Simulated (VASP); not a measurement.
The system is Hf.

```xyz
1
Lattice="0.0000 2.2200 2.2200 2.2200 0.0000 2.2200 2.2200 2.2200 0.0000" Properties=species:S:1:pos:R:3 pbc="T T T"
Hf    0.0000    0.0000    0.0000
```

Base run:

```yaml
Program: VASP 6.6.1
Functional: PBE
Potentials_or_basis: VASP PAW PBE potentials, release 64 (Hf_pv)
Cutoff: 520 eV
k_mesh: 15 × 15 × 15
Occupations: fermi-dirac, width 0.05 eV
Spin: collinear spin, ferromagnetic start
Starting_moments: "[1.0] μB"
Fixed_moment: 1 μB
```

Its results: pressure 5.5 GPa; site moments Hf +0.69 μB.

Question: The run is repeated on the same cell with these changes: fixed moment from 1 μB to 0.75 μB; moments at the start from [1.0] to [0.75]. What comes out?

Answer: Pressure 4.4 GPa; site moments Hf +0.52 μB.

Caveats: the total moment is fixed, so each spin has its own Fermi level.
